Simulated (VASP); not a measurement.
Input of a VASP 6.6.1 run:

File INCAR:

```
PREC = Accurate
ENCUT = 520
EDIFF = 1E-8
ISMEAR = -1
SIGMA = 0.03
LREAL = F
LASPH = T
NELM = 100
ALGO = Normal
ISIF = 2
LWAVE = F
LCHARG = F
GGA = PS
LEFG = T
NBANDS = 16
```

The input KPOINTS:

```
regular mesh
0
Gamma
  11 11 11
```

Contents of POSCAR:

```
InP
1.0
    0.0000000000      2.8644851195      2.8644851195
    2.8644851195      0.0000000000      2.8644851195
    2.8644851195      2.8644851195      0.0000000000
In P
1 1
Direct
    0.0000000000      0.0000000000      0.0000000000
    0.5000000000      0.5000000000      0.5000000000
```

Potentials or basis: VASP PAW PBE potentials, release 64 (In_d, P).

The run is started by

```console
$ cat potpaw_PBE.64/In_d/POTCAR potpaw_PBE.64/P/POTCAR > POTCAR
$ mpirun -np 1 vasp_std > vasp.out
```

Q: What does it give for the band gap on the k mesh?

A: Zero (band 9 reaches 6.04 eV, above the bottom of band 10 at 3.74 eV).

Q: What does it give for the pressure?

A: -8.6 GPa.

Caveat: without QUAD_EFG the Cq values of the log hold for a quadrupole moment of 1 mb, not for the nuclei; the PAW data sets were made with another functional, which shifts forces and pressure a little; spin-orbit coupling is left out, which moves the levels of the heavy elements.
